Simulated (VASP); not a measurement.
# CaPbCl6 (Fm-3m) in VASP: notebook

CaPbCl6 is run at these levels: PBEsol; tasks: single point, relaxation of cell and atoms.

Everything below comes from runs of VASP 6.6.1. Logs are shortened: lines on timing, memory, paths and dates and some standing lists are left out, and cuts for length are marked.

## Step 1: The cell of the first run

Symmetry: Fm-3m, No. 225, cubic system. The conventional cell has a = 10.457 Å, b = 10.457 Å, c = 10.457 Å, α = 90.00°, β = 90.00°, γ = 90.00°. Ca (site symmetry m-3m) has 6 Cl at 2.70 Å within 3.6 Å. Within 3.3 Å of Pb (site symmetry m-3m) lie 6 Cl at 2.53 Å. Within 3.3 Å of Cl (site symmetry 4mm) lie 1 Pb at 2.53 Å and 1 Ca at 2.70 Å.

## Step 2: Single point, PBEsol

INCAR reads:

```
PREC = Accurate
ENCUT = 520
EDIFF = 1E-6
ISMEAR = -1
SIGMA = 0.03
LREAL = F
LASPH = T
NELM = 60
ALGO = Normal
ISIF = 2
LWAVE = F
LCHARG = F
GGA = PS
NBANDS = 43
```

KPOINTS reads:

```
regular mesh
0
Gamma
  4 4 4
```

POSCAR reads:

```
CaPbCl6
1.0
    0.0000000000      5.2284358963      5.2284358963
    5.2284358963      0.0000000000      5.2284358963
    5.2284358963      5.2284358963      0.0000000000
Ca Pb Cl
1 1 6
Direct
    0.5000000000      0.5000000000      0.5000000000
    0.0000000000      0.0000000000      0.0000000000
    0.7581175702      0.2418824298      0.2418824298
    0.2418824298      0.7581175702      0.7581175702
    0.2418824298      0.7581175702      0.2418824298
    0.7581175702      0.2418824298      0.7581175702
    0.2418824298      0.2418824298      0.7581175702
    0.7581175702      0.7581175702      0.2418824298
```

Potentials or basis: VASP PAW PBE potentials, release 64 (Ca_sv, Pb_d, Cl).

On the command line:

```sh
$ cat potpaw_PBE.64/Ca_sv/POTCAR potpaw_PBE.64/Pb_d/POTCAR potpaw_PBE.64/Cl/POTCAR > POTCAR
$ mpirun -np 1 vasp_std > vasp.out
```

OUTCAR:

```text
PREC = Accurate
   ENCUT = 520
   EDIFF = 1E-6
   ISMEAR = -1
   LREAL = F
   LASPH = T
   NELM = 60
   ISIF = 2
   GGA = PS

 ion  position               nearest neighbor table
   1  0.500  0.500  0.500-   3 2.70   4 2.70   5 2.70   6 2.70   7 2.70   8 2.70
   2  0.000  0.000  0.000-   3 2.53   4 2.53   5 2.53   6 2.53   7 2.53   8 2.53
   3  0.758  0.242  0.242-   2 2.53   1 2.70
   4  0.242  0.758  0.758-   2 2.53   1 2.70
   5  0.242  0.758  0.242-   2 2.53   1 2.70
   6  0.758  0.242  0.758-   2 2.53   1 2.70
   7  0.242  0.242  0.758-   2 2.53   1 2.70
   8  0.758  0.758  0.242-   2 2.53   1 2.70

  LATTYP: Found a face centered cubic cell.
 ALAT       =    10.4568717926

  Lattice vectors:

 A1 = (   0.0000000000,   5.2284358963,   5.2284358963)
 A2 = (   5.2284358963,   0.0000000000,   5.2284358963)
 A3 = (   5.2284358963,   5.2284358963,   0.0000000000)

Analysis of symmetry for initial positions (statically):
=====================================================================
 Subroutine PRICEL returns:
 Original cell was already a primitive cell.

 Routine SETGRP: Setting up the symmetry group for a
 face centered cubic supercell.

 Subroutine GETGRP returns: Found 48 space group operations
 (whereof 48 operations were pure point group operations)
 out of a pool of 48 trial point group operations.

The static configuration has the point symmetry O_h .

Analysis of symmetry for dynamics (positions and initial velocities):
=====================================================================
 Subroutine PRICEL returns:
 Original cell was already a primitive cell.

 Routine SETGRP: Setting up the symmetry group for a
 face centered cubic supercell.

 Subroutine GETGRP returns: Found 48 space group operations
 (whereof 48 operations were pure point group operations)
 out of a pool of 48 trial point group operations.

The dynamic configuration has the point symmetry O_h .

 Subroutine INISYM returns: Found 48 space group operations
 (whereof 48 operations are pure point group operations),
 and found     1 'primitive' translations

----------------------------------------------------------------------------------------

                                     Primitive cell

  volume of cell :     285.8547

  direct lattice vectors                    reciprocal lattice vectors
     0.000000000  5.228435896  5.228435896    -0.095630894  0.095630894  0.095630894
     5.228435896  0.000000000  5.228435896     0.095630894 -0.095630894  0.095630894
     5.228435896  5.228435896  0.000000000     0.095630894  0.095630894 -0.095630894

  length of vectors
     7.394124955  7.394124955  7.394124955     0.165637568  0.165637568  0.165637568

  position of ions in fractional coordinates (direct lattice)
     0.500000000  0.500000000  0.500000000
     0.000000000  0.000000000  0.000000000
     0.758117570  0.241882430  0.241882430
     0.241882430  0.758117570  0.758117570
     0.241882430  0.758117570  0.241882430
     0.758117570  0.241882430  0.758117570
     0.241882430  0.241882430  0.758117570
     0.758117570  0.758117570  0.241882430

  ion indices of the primitive-cell ions
   primitive index   ion index
                 1           1
                 2           2
                 3           3
                 4           4
                 5           5
                 6           6
                 7           7
                 8           8

----------------------------------------------------------------------------------------

 KPOINTS: regular mesh

Automatic generation of k-mesh.
 Grid dimensions read from file:
 generate k-points for:    4    4    4

 Generating k-lattice:

  Cartesian coordinates                     Fractional coordinates (reciprocal lattice)
    -0.023907724  0.023907724  0.023907724     0.250000000  0.000000000  0.000000000
     0.023907724 -0.023907724  0.023907724     0.000000000  0.250000000  0.000000000
     0.023907724  0.023907724 -0.023907724     0.000000000  0.000000000  0.250000000

  Length of vectors
     0.041409392  0.041409392  0.041409392

  Shift w.r.t. Gamma in fractional coordinates (k-lattice)
     0.000000000  0.000000000  0.000000000

 Subroutine IBZKPT returns following result:
 ===========================================

 Found      8 irreducible k-points:

 Following reciprocal coordinates:
            Coordinates               Weight
  0.000000  0.000000  0.000000      1.000000
  0.250000  0.000000  0.000000      8.000000
  0.500000  0.000000  0.000000      4.000000
  0.250000  0.250000  0.000000      6.000000
  0.500000  0.250000  0.000000     24.000000
 -0.250000  0.250000  0.000000     12.000000
  0.500000  0.500000  0.000000      3.000000
 -0.250000  0.500000  0.250000      6.000000
   k-points           NKPTS =      8   k-points in BZ     NKDIM =      8   number of bands    NBANDS=     43
   number of dos      NEDOS =    301   number of ions     NIONS =      8
   total plane-waves  NPLWV = 175616
   dimension x,y,z NGX =    56 NGY =   56 NGZ =   56
   dimension x,y,z NGXF=   112 NGYF=  112 NGZF=  112
   ions per type =               1   1   6
   NGX,Y,Z   is equivalent  to a cutoff of  12.59, 12.59, 12.59 a.u.
   NGXF,Y,Z  is equivalent  to a cutoff of  25.18, 25.18, 25.18 a.u.
 SYSTEM =  unknown system
   PREC   = accura    normal or accurate (medium, high low for compatibility)
   ISTART =      0    job   : 0-new  1-cont  2-samecut
   ICHARG =      2    charge: 1-file 2-atom 10-const
   ISPIN  =      1    spin polarized calculation?
   LNONCOLLINEAR =      F non collinear calculations
   LSORBIT =      F    spin-orbit coupling
   LASPH  =      T    aspherical Exc in radial PAW
   ENCUT  =  520.0 eV  38.22 Ry    6.18 a.u.  13.75 13.75 13.75*2*pi/ulx,y,z
   NELM   =     60;   NELMIN=  2; NELMDL= -5     # of ELM steps
   EDIFF  = 0.1E-05   stopping-criterion for ELM
   LREAL  =      F    real-space projection
   EDIFFG = 0.1E-04   stopping-criterion for IOM
   NSW    =      0    number of steps for IOM
   IBRION =     -1    ionic relax: 0-MD 1-quasi-New 2-CG
   NFREE  =      0    steps in history (QN), initial steepest desc. (CG)
   ISIF   =      2    stress and relaxation
   ISYM   =      2    0-nonsym 1-usesym 2-fastsym
   POTIM  = 0.5000    time-step for ionic-motion
   TEBEG  =    0.0;   TEEND  =   0.0 temperature during run
   PSTRESS=    0.0 pullay stress
   NELECT =      66.0000    total number of electrons
   NUPDOWN=      -1.0000    fix difference up-down
   EMIN   =  10.00;   EMAX   =-10.00  energy-range for DOS
   EFERMI =   0.00;   METHOD = LEGACY
   ISMEAR =    -1;   SIGMA  =   0.03  broadening in eV -4-tet -1-fermi 0-gaus
   EFERMI_NEDOS =   21; number of points for ismear=-14 and -15
   IALGO  =     38    algorithm
   IMIX   =      4    mixing-type and parameters
     AMIX     =   0.40;   BMIX     =  1.00
     AMIX_MAG =   1.60;   BMIX_MAG =  1.00
  volume/ion in A,a.u.               =      35.73       241.13
  Fermi-wavevector in a.u.,A,eV,Ry     =   1.004325  1.897899 13.723776  1.008669
  Thomas-Fermi vector in A             =   2.136934
   LORBIT       =      0    0 simple, 1 ext, 2 COOP (PROOUT), +10 PAW based schemes
   GGA     = PS    functional components
   LHFCALC =     F    Hartree Fock is set to
   AEXX    =    0.0000 exact exchange contribution
   IVDW    =     0    specifies the selected vdW correction
   LEPSILON=     F    determine dielectric tensor
   LRPA    =     F    only Hartree local field effects (RPA)
 non-spin polarized calculation
  energy-cutoff  :      520.00
  volume of cell :      285.85
 maximum number of plane-waves:      7768
 NGX is ok and might be reduce to    56
   NGX = 27   NGY = 27   NGZ = 27

 number of electron      65.9999992 magnetization

 Free energy of the ion-electron system (eV)
  ---------------------------------------------------
  ext. energy  EPLUGINS =         0.00000000
  ---------------------------------------------------
  free energy    TOTEN  =       -27.23662971 eV

  energy without entropy =      -27.23662524  energy(sigma->0) =      -27.23662747

 E-fermi :  -1.4007     XC(G=0):  -7.0156

 val. band max:       -1.7289348516   @ k =   0.0000   0.0000   0.0000
 cond. band min:      -1.1478600939   @ k =   0.0000   0.0000   0.0000
 fundamental gap:      0.5810747577
 Fermi energy:        -1.4006606539

 k-point     1 :       0.0000    0.0000    0.0000
  band No.  band energies     occupation
      1     -40.5723      2.00000
      2     -21.7069      2.00000
      3     -21.7069      2.00000
      4     -21.7069      2.00000
      5     -18.0203      2.00000
      6     -18.0203      2.00000
[... 35 lines left out ...]
     42       5.6092      0.00000
     43       5.6093      0.00000

 k-point     2 :       0.2500    0.0000    0.0000
  band No.  band energies     occupation
      1     -40.5723      2.00000
      2     -21.7071      2.00000
      3     -21.7069      2.00000
      4     -21.7069      2.00000
      5     -18.0193      2.00000
      6     -18.0193      2.00000
[... 35 lines left out ...]
     42       6.2106      0.00000
     43       6.3572      0.00000

 k-point     3 :       0.5000    0.0000    0.0000
  band No.  band energies     occupation
      1     -40.5723      2.00000
      2     -21.7073      2.00000
      3     -21.7070      2.00000
      4     -21.7070      2.00000
      5     -18.0182      2.00000
      6     -18.0182      2.00000
[... 183 lines left out ...]
      6     -18.0201      2.00000
[... 35 lines left out ...]
     42       6.0441      0.00000
     43       6.4424      0.00000

 k-point     8 :      -0.2500    0.5000    0.2500
  band No.  band energies     occupation
      1     -40.5723      2.00000
      2     -21.7071      2.00000
      3     -21.7069      2.00000
      4     -21.7069      2.00000
      5     -18.0231      2.00000
      6     -18.0188      2.00000
[... 35 lines left out ...]
     42       6.1753      0.00000
     43       6.8229      0.00000

------------------------ aborting loop because EDIFF is reached ----------------------------------------

  FORCE on cell =-STRESS in cart. coord.  units (eV):
  Direction    XX          YY          ZZ          XY          YZ          ZX
  --------------------------------------------------------------------------------------
  -------------------------------------------------------------------------------------
  Total        0.0560136      0.0560136      0.0560136      0.0000000      0.0000000      0.0000000
  in kB        0.3139485      0.3139485      0.3139485      0.0000000      0.0000000      0.0000000
  external PRESSURE =       0.3139485 kB  Pullay stress =       0.0000000 kB

 VOLUME and BASIS-vectors are now :
 -----------------------------------------------------------------------------
  energy-cutoff  :      520.00
  volume of cell :      285.85
      direct lattice vectors                 reciprocal lattice vectors
     0.000000000  5.228435896  5.228435896    -0.095630894  0.095630894  0.095630894
     5.228435896  0.000000000  5.228435896     0.095630894 -0.095630894  0.095630894
     5.228435896  5.228435896  0.000000000     0.095630894  0.095630894 -0.095630894

 POSITION                                       TOTAL-FORCE (eV/Angst)
 -----------------------------------------------------------------------------------
      5.22844      5.22844      5.22844         0.000000      0.000000     -0.000000
      0.00000      0.00000      0.00000         0.000000      0.000000     -0.000000
      2.52933      5.22844      5.22844        -0.021144      0.000000     -0.000000
      7.92754      5.22844      5.22844         0.021144      0.000000     -0.000000
      5.22844      2.52933      5.22844         0.000000     -0.021144     -0.000000
      5.22844      7.92754      5.22844         0.000000      0.021144     -0.000000
      5.22844      5.22844      2.52933         0.000000      0.000000     -0.021144
      5.22844      5.22844      7.92754         0.000000      0.000000      0.021144
 -----------------------------------------------------------------------------------
    total drift:                                0.000000      0.000000     -0.000000

  FREE ENERGIE OF THE ION-ELECTRON SYSTEM (eV)
  ---------------------------------------------------
  free  energy   TOTEN  =       -27.2366297066 eV

  energy  without entropy=      -27.2366252401  energy(sigma->0) =      -27.23662747
```

Wall time 2.8 min (1 thread of Intel Xeon Platinum 8259CL at 2.50GHz (Skylake/Cascade Lake), shared host); peak memory 0.46 GiB.

Results:

| Item | Value |
| --- | --- |
| Free energy | -27.2366 eV |
| Pressure | 0.0 GPa |
| Largest force | 0.021 eV/Å |
| Band gap on the k mesh | 0.58 eV |

Forces in eV/Å, atoms in the order of the input:
```
Ca   0.000  0.000  0.000
Pb   0.000  0.000  0.000
Cl  -0.021  0.000  0.000
Cl   0.021  0.000  0.000
Cl   0.000 -0.021  0.000
Cl   0.000  0.021  0.000
Cl   0.000  0.000 -0.021
Cl   0.000  0.000  0.021
```

Caveat: the PAW data sets were made with another functional, which shifts forces and pressure a little; spin-orbit coupling is left out, which moves the levels of the heavy elements.

## Step 3: Relaxation of cell and atoms, PBEsol

This run uses another cell than the first one, of 30.33 Å³/atom.

INCAR reads:

```
PREC = Accurate ; ENCUT = 600
EDIFF = 1E-6 ; ISMEAR = -1
SIGMA = 0.03 ; LREAL = False
LASPH = True ; NELM = 60
ALGO = Normal ; ISIF = 3
LWAVE = False ; LCHARG = False
GGA = PS ; IBRION = 2
NSW = 100 ; EDIFFG = -0.01
```

KPOINTS reads:

```
Automatic mesh
0
Gamma
  4 4 4
```

POSCAR reads:

```
CaPbCl6
1.0
    0.0000000000      4.9506746600      4.9506746600
    4.9506746600      0.0000000000      4.9506746600
    4.9506746600      4.9506746600      0.0000000000
Ca Pb Cl
1 1 6
Direct
    0.5000000000      0.5000000000      0.5000000000
    0.0000000000      0.0000000000      0.0000000000
    0.7476230800      0.2523769200      0.2523769200
    0.2523769200      0.7476230800      0.7476230800
    0.2523769200      0.7476230800      0.2523769200
    0.7476230800      0.2523769200      0.7476230800
    0.2523769200      0.2523769200      0.7476230800
    0.7476230800      0.7476230800      0.2523769200
```

Potentials or basis: VASP PAW PBE potentials, release 64 (Ca_sv, Pb_d, Cl).

On the command line:

```sh
$ cat potpaw_PBE.64/Ca_sv/POTCAR potpaw_PBE.64/Pb_d/POTCAR potpaw_PBE.64/Cl/POTCAR > POTCAR
$ mpirun -np 1 vasp_std > vasp.out
```

Wall time 12 min (1 thread of Intel Xeon Platinum 8259CL at 2.50GHz (Skylake/Cascade Lake), shared host); peak memory 0.51 GiB.

The run converged. Its results:

* Free energy: -27.2313 eV
* Relaxed volume: 35.83 Å³/atom
* Relaxed cell: a = 7.401 Å, b = 7.401 Å, c = 7.401 Å, α = 60.00°, β = 60.00°, γ = 60.00°
* Space group after relaxing (to 0.1 Å): Fm-3m (No. 225)
* Energy gained by relaxing: 125.1 meV/atom
* Ionic steps: 7
* Pressure after relaxing: 0.0 GPa
* Band gap on the k mesh: 0.59 eV

Step by step:
| step | energy change (eV) | largest force (eV/Å) | pressure (GPa) | volume (Å³) |
| --- | --- | --- | --- | --- |
| 1 | 0.0000 | 1.1990 | 6.00 | 242.67 |
| 2 | -0.9161 | 0.5545 | -0.31 | 284.76 |
| 3 | -0.9207 | 0.5272 | -0.63 | 288.40 |
| 4 | -0.9912 | 0.1848 | -0.06 | 285.10 |
| 5 | -0.9981 | 0.0259 | 0.24 | 283.74 |
| 6 | -1.0005 | 0.0074 | 0.06 | 285.86 |
| 7 | -1.0006 | 0.0016 | -0.01 | 286.62 |

Final structure:
```xyz
8
Lattice="0.0000 5.2331 5.2331 5.2331 0.0000 5.2331 5.2331 5.2331 0.0000" Properties=species:S:1:pos:R:3 pbc="T T T"
Ca    5.2331    5.2331    5.2331
Pb    0.0000    0.0000    0.0000
Cl    2.5291    5.2331    5.2331
Cl    7.9372    5.2331    5.2331
Cl    5.2331    2.5291    5.2331
Cl    5.2331    7.9372    5.2331
Cl    5.2331    5.2331    2.5291
Cl    5.2331    5.2331    7.9372
```

Levels at points of the mesh, in eV from the valence-band top:
```csv
k point,band 31,band 32,band 33,band 34,band 35,band 36
"(0.00, 0.00, 0.00)",0.00,0.00,0.00,0.59,5.78,5.78
"(0.50, 0.00, 0.00)",-0.28,-0.28,-0.23,1.53,5.15,5.57
"(0.50, 0.50, 0.00)",-0.58,-0.58,0.00,1.11,5.81,6.12
```

Caveat: the volume moved by over 15 % at a fixed basis, so the end points are rough; the PAW data sets were made with another functional, which shifts forces and pressure a little; spin-orbit coupling is left out, which moves the levels of the heavy elements.
